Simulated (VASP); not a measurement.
# Zr3Sn (I4/mmm) in VASP: single point with LDA

Aim: the single point of Zr3Sn with LDA.

Everything below comes from runs of VASP 6.6.1. Logs are shortened: lines on timing, memory, paths and dates and some standing lists are left out, and cuts for length are marked.

## 1. The cell of the first run

Symmetry: I4/mmm, No. 139, tetragonal system. Conventional cell: a = 4.353 Å, b = 4.353 Å, c = 9.539 Å, α = 90.00°, β = 90.00°, γ = 90.00°. Zr (site symmetry 4/mmm) has 4 Sn at 3.08 Å and 8 Zr at 3.23 Å within 4.1 Å. Within 4.1 Å of Zr (site symmetry -4m2) lie 8 Zr at 3.08 to 3.23 Å and 4 Sn at 3.23 Å. Within 4.1 Å of Sn (site symmetry 4/mmm) lie 12 Zr at 3.08 to 3.23 Å.

## 2. Single point, LDA

Contents of INCAR:

```
  PREC = Accurate
  ENCUT = 520
  EDIFF = 1E-6
  ISMEAR = -1
  SIGMA = 0.1
  LREAL = F
  LASPH = T
  NELM = 60
  ALGO = Normal
  ISIF = 2
  LWAVE = F
  LCHARG = T
  GGA = CA
  LELF = T
  LVHAR = T
  NBANDS = 33
```

Contents of KPOINTS:

```
Automatic mesh
0
Gamma
  7 7 7
```

Contents of POSCAR:

```
Zr3Sn
1.0
   -2.1766513600      2.1766513600      4.7696445300
    2.1766513600     -2.1766513600      4.7696445300
    2.1766513600      2.1766513600     -4.7696445300
Zr Sn
3 1
Direct
    0.5000000000      0.5000000000      0.0000000000
    0.2499999995      0.7499999995      0.5000000000
    0.7499999995      0.2499999995      0.5000000000
    0.0000000000      0.0000000000      0.0000000000
```

Potentials or basis: VASP PAW LDA potentials, release 64 (Zr_sv, Sn_d).

The run is started by

```
$ cat potpaw_LDA.64/Zr_sv/POTCAR potpaw_LDA.64/Sn_d/POTCAR > POTCAR
$ mpirun -np 1 vasp_std > vasp.out
```

OUTCAR:

```text
PREC = Accurate
   ENCUT = 520
   EDIFF = 1E-6
   ISMEAR = -1
   LREAL = F
   LASPH = T
   NELM = 60
   ISIF = 2
   GGA = CA

 ion  position               nearest neighbor table
   1  0.500  0.500  0.000-   4 3.08   4 3.08   4 3.08   4 3.08   3 3.23   3 3.23   2 3.23   2 3.23
                             2 3.23   3 3.23   3 3.23   2 3.23
   2  0.250  0.750  0.500-   3 3.08   3 3.08   3 3.08   3 3.08   4 3.23   4 3.23   1 3.23   1 3.23
                             4 3.23   1 3.23   4 3.23   1 3.23
   3  0.750  0.250  0.500-   2 3.08   2 3.08   2 3.08   2 3.08   1 3.23   4 3.23   4 3.23   1 3.23
                             1 3.23   1 3.23   4 3.23   4 3.23
   4  0.000  0.000  0.000-   1 3.08   1 3.08   1 3.08   1 3.08   3 3.23   2 3.23   3 3.23   2 3.23
                             3 3.23   3 3.23   2 3.23   2 3.23

  LATTYP: Found a body centered tetragonal cell.
 ALAT       =     4.3533027200
 C/A-ratio  =     2.1912762961

  Lattice vectors:

 A1 = (  -2.1766513600,   2.1766513600,   4.7696445300)
 A2 = (   2.1766513600,  -2.1766513600,   4.7696445300)
 A3 = (   2.1766513600,   2.1766513600,  -4.7696445300)

Analysis of symmetry for initial positions (statically):
=====================================================================
 Subroutine PRICEL returns:
 Original cell was already a primitive cell.

 Routine SETGRP: Setting up the symmetry group for a
 body centered tetragonal supercell.

 Subroutine GETGRP returns: Found 16 space group operations
 (whereof 16 operations were pure point group operations)
 out of a pool of 16 trial point group operations.

The static configuration has the point symmetry D_4h.

Analysis of symmetry for dynamics (positions and initial velocities):
=====================================================================
 Subroutine PRICEL returns:
 Original cell was already a primitive cell.

 Routine SETGRP: Setting up the symmetry group for a
 body centered tetragonal supercell.

 Subroutine GETGRP returns: Found 16 space group operations
 (whereof 16 operations were pure point group operations)
 out of a pool of 16 trial point group operations.

The dynamic configuration has the point symmetry D_4h.

 Subroutine INISYM returns: Found 16 space group operations
 (whereof 16 operations are pure point group operations),
 and found     1 'primitive' translations

----------------------------------------------------------------------------------------

                                     Primitive cell

  volume of cell :      90.3907

  direct lattice vectors                    reciprocal lattice vectors
    -2.176651360  2.176651360  4.769644530     0.000000000  0.229710651  0.104829615
     2.176651360 -2.176651360  4.769644530     0.229710651  0.000000000  0.104829615
     2.176651360  2.176651360 -4.769644530     0.229710651  0.229710651  0.000000000

  length of vectors
     5.676718350  5.676718350  5.676718350     0.252499963  0.252499963  0.324859917

  position of ions in fractional coordinates (direct lattice)
     0.500000000  0.500000000  0.000000000
     0.249999999  0.749999999  0.500000000
     0.749999999  0.249999999  0.500000000
     0.000000000  0.000000000  0.000000000

  ion indices of the primitive-cell ions
   primitive index   ion index
                 1           1
                 2           2
                 3           3
                 4           4

----------------------------------------------------------------------------------------

 KPOINTS: Automatic mesh

Automatic generation of k-mesh.
 Grid dimensions read from file:
 generate k-points for:    7    7    7

 Generating k-lattice:

  Cartesian coordinates                     Fractional coordinates (reciprocal lattice)
     0.000000000  0.032815807  0.014975659     0.142857143 -0.000000000  0.000000000
     0.032815807  0.000000000  0.014975659    -0.000000000  0.142857143  0.000000000
     0.032815807  0.032815807  0.000000000     0.000000000  0.000000000  0.142857143

  Length of vectors
     0.036071423  0.036071423  0.046408560

  Shift w.r.t. Gamma in fractional coordinates (k-lattice)
     0.000000000  0.000000000  0.000000000

 Subroutine IBZKPT returns following result:
 ===========================================

 Found     40 irreducible k-points:

 Following reciprocal coordinates:
            Coordinates               Weight
  0.000000  0.000000  0.000000      1.000000
  0.142857  0.000000  0.000000      8.000000
  0.285714  0.000000  0.000000      8.000000
  0.428571 -0.000000  0.000000      8.000000
  0.142857  0.142857  0.000000      8.000000
  0.285714  0.142857 -0.000000     16.000000
[... 16 lines left out ...]
 -0.142857  0.285714  0.142857      8.000000
 -0.428571  0.428571  0.142857      8.000000
 [... further k-points ...]
   k-points           NKPTS =     40   k-points in BZ     NKDIM =     40   number of bands    NBANDS=     33
   number of dos      NEDOS =    301   number of ions     NIONS =      4
   total plane-waves  NPLWV =  74088
   dimension x,y,z NGX =    42 NGY =   42 NGZ =   42
   dimension x,y,z NGXF=    84 NGYF=   84 NGZF=   84
   ions per type =               3   1
   NGX,Y,Z   is equivalent  to a cutoff of  12.30, 12.30, 12.30 a.u.
   NGXF,Y,Z  is equivalent  to a cutoff of  24.60, 24.60, 24.60 a.u.
 SYSTEM =  unknown system
   PREC   = accura    normal or accurate (medium, high low for compatibility)
   ISTART =      0    job   : 0-new  1-cont  2-samecut
   ICHARG =      2    charge: 1-file 2-atom 10-const
   ISPIN  =      1    spin polarized calculation?
   LNONCOLLINEAR =      F non collinear calculations
   LSORBIT =      F    spin-orbit coupling
   LASPH  =      T    aspherical Exc in radial PAW
   ENCUT  =  520.0 eV  38.22 Ry    6.18 a.u.  10.55 10.55 10.55*2*pi/ulx,y,z
   NELM   =     60;   NELMIN=  2; NELMDL= -5     # of ELM steps
   EDIFF  = 0.1E-05   stopping-criterion for ELM
   LREAL  =      F    real-space projection
   EDIFFG = 0.1E-04   stopping-criterion for IOM
   NSW    =      0    number of steps for IOM
   IBRION =     -1    ionic relax: 0-MD 1-quasi-New 2-CG
   NFREE  =      0    steps in history (QN), initial steepest desc. (CG)
   ISIF   =      2    stress and relaxation
   ISYM   =      2    0-nonsym 1-usesym 2-fastsym
   POTIM  = 0.5000    time-step for ionic-motion
   TEBEG  =    0.0;   TEEND  =   0.0 temperature during run
   PSTRESS=    0.0 pullay stress
   NELECT =      50.0000    total number of electrons
   NUPDOWN=      -1.0000    fix difference up-down
   EMIN   =  10.00;   EMAX   =-10.00  energy-range for DOS
   EFERMI =   0.00;   METHOD = LEGACY
   ISMEAR =    -1;   SIGMA  =   0.10  broadening in eV -4-tet -1-fermi 0-gaus
   EFERMI_NEDOS =   21; number of points for ismear=-14 and -15
   IALGO  =     38    algorithm
   IMIX   =      4    mixing-type and parameters
     AMIX     =   0.40;   BMIX     =  1.00
     AMIX_MAG =   1.60;   BMIX_MAG =  1.00
  volume/ion in A,a.u.               =      22.60       152.50
  Fermi-wavevector in a.u.,A,eV,Ry     =   1.343869  2.539544 24.571900  1.805984
  Thomas-Fermi vector in A             =   2.471908
   LORBIT       =      0    0 simple, 1 ext, 2 COOP (PROOUT), +10 PAW based schemes
   GGA     = CA    functional components
   LHFCALC =     F    Hartree Fock is set to
   AEXX    =    0.0000 exact exchange contribution
   IVDW    =     0    specifies the selected vdW correction
   LEPSILON=     F    determine dielectric tensor
   LRPA    =     F    only Hartree local field effects (RPA)
 non-spin polarized calculation
  energy-cutoff  :      520.00
  volume of cell :       90.39
 maximum number of plane-waves:      2469
 NGX is ok and might be reduce to    42
   NGX = 21   NGY = 21   NGZ = 21

 number of electron      50.0000004 magnetization

 Free energy of the ion-electron system (eV)
  ---------------------------------------------------
  ext. energy  EPLUGINS =         0.00000000
  ---------------------------------------------------
  free energy    TOTEN  =       -33.90325012 eV

  energy without entropy =      -33.76774814  energy(sigma->0) =      -33.83549913

 E-fermi :   9.3505     XC(G=0): -11.4504

 val. band max:        9.3476799028   @ k =   0.0000   0.0000   0.0000
 cond. band min:       9.3568824453   @ k =   0.4286   0.2857   0.1429
 fundamental gap:      0.0092025424
 Fermi energy:         9.3505480895

 k-point     1 :       0.0000    0.0000    0.0000
  band No.  band energies     occupation
      1     -39.2327      2.00000
      2     -39.0988      2.00000
      3     -38.9891      2.00000
      4     -17.6883      2.00000
      5     -17.5526      2.00000
      6     -17.5526      2.00000
[... 25 lines left out ...]
     32      12.5542      0.00000
     33      13.2276      0.00000

 k-point     2 :       0.1429    0.0000    0.0000
  band No.  band energies     occupation
      1     -39.2262      2.00000
      2     -39.0976      2.00000
      3     -38.9966      2.00000
      4     -17.6752      2.00000
      5     -17.5596      2.00000
      6     -17.5492      2.00000
[... 25 lines left out ...]
     32      12.2542      0.00000
     33      12.9023      0.00000

 k-point     3 :       0.2857    0.0000    0.0000
  band No.  band energies     occupation
      1     -39.2113      2.00000
      2     -39.0914      2.00000
      3     -39.0174      2.00000
      4     -17.6421      2.00000
      5     -17.5859      2.00000
      6     -17.5465      2.00000
[... 25 lines left out ...]
     32      12.3958      0.00000
     33      12.8655      0.00000

 k-point     4 :       0.4286   -0.0000    0.0000
  band No.  band energies     occupation
      1     -39.1991      2.00000
      2     -39.0746      2.00000
      3     -39.0461      2.00000
      4     -17.6628      2.00000
      5     -17.5459      2.00000
      6     -17.5050      2.00000
[... 25 lines left out ...]
     32      11.6239      0.00000
     33      12.2575      0.00000

 k-point     5 :       0.1429    0.1429    0.0000
  band No.  band energies     occupation
      1     -39.2182      2.00000
      2     -39.0987      2.00000
      3     -39.0033      2.00000
      4     -17.6640      2.00000
      5     -17.6081      2.00000
      6     -17.5665      2.00000
[... 604 lines left out ...]
 k-point    22 :      -0.2857    0.2857    0.1429
  band No.  band energies     occupation
      1     -39.2001      2.00000
      2     -39.0697      2.00000
      3     -39.0494      2.00000
      4     -17.6491      2.00000
      5     -17.6256      2.00000
      6     -17.5322      2.00000
[... 25 lines left out ...]
     32      11.9425      0.00000
     33      12.8149      0.00000

 k-point    23 :      -0.1429    0.2857    0.1429
  band No.  band energies     occupation
      1     -39.2017      2.00000
      2     -39.0704      2.00000
      3     -39.0477      2.00000
      4     -17.6420      2.00000
      5     -17.5633      2.00000
      6     -17.5325      2.00000
[... 25 lines left out ...]
     32      11.7604      0.00000
     33      12.6364      0.00000

 k-point    24 :      -0.4286    0.4286    0.1429
  band No.  band energies     occupation
      1     -39.1907      2.00000
      2     -39.0748      2.00000
      3     -39.0528      2.00000
      4     -17.7156      2.00000
      5     -17.6465      2.00000
      6     -17.5843      2.00000
[... 25 lines left out ...]
     32      12.5381      0.00000
     33      13.0738      0.00000

 [... further k-points ...]
[... 5 lines left out ...]
  --------------------------------------------------------------------------------------
  -------------------------------------------------------------------------------------
  Total       -3.6416506     -3.6416506     -3.7178875      0.0000000      0.0000000      0.0000000
  in kB      -64.5483451    -64.5483451    -65.8996445      0.0000000      0.0000000      0.0000000
  external PRESSURE =     -64.9987782 kB  Pullay stress =       0.0000000 kB

 VOLUME and BASIS-vectors are now :
 -----------------------------------------------------------------------------
  energy-cutoff  :      520.00
  volume of cell :       90.39
      direct lattice vectors                 reciprocal lattice vectors
    -2.176651360  2.176651360  4.769644530     0.000000000  0.229710651  0.104829615
     2.176651360 -2.176651360  4.769644530     0.229710651  0.000000000  0.104829615
     2.176651360  2.176651360 -4.769644530     0.229710651  0.229710651  0.000000000

 POSITION                                       TOTAL-FORCE (eV/Angst)
 -----------------------------------------------------------------------------------
      0.00000      0.00000      4.76964        -0.000000     -0.000000     -0.000000
      2.17665      0.00000      2.38482        -0.000000      0.000000      0.000000
      0.00000      2.17665      2.38482         0.000000     -0.000000      0.000000
      0.00000      0.00000      0.00000        -0.000000     -0.000000     -0.000000
 -----------------------------------------------------------------------------------
    total drift:                                0.000000     -0.000000      0.000016

  FREE ENERGIE OF THE ION-ELECTRON SYSTEM (eV)
  ---------------------------------------------------
  free  energy   TOTEN  =       -33.9032501244 eV

  energy  without entropy=      -33.7677481449  energy(sigma->0) =      -33.83549913
```

It took 4 min on 1 thread of Oxide Virtual Turin-like, shared host; peak memory 0.23 GiB.

Results:

```yaml
Free_energy: -33.9033 eV
Pressure: -6.5 GPa
Band_gap_on_the_k_mesh: zero (band 25 reaches 9.74 eV, above the bottom of band 26 at 9.04 eV)
```

Stress tensor (GPa, compression positive):
```
-6.45  0.00  0.00
 0.00 -6.45  0.00
 0.00  0.00 -6.59
```

Levels at points of the mesh, in eV from the Fermi level:
```tsv
k point	band 22	band 23	band 24	band 25	band 26	band 27	band 28	band 29
(0.00, 0.00, 0.00)	-1.93	-1.49	-0.75	0.00	0.32	0.32	1.16	1.71
```

Caveat: spin-orbit coupling is left out, which moves the levels of the heavy elements.
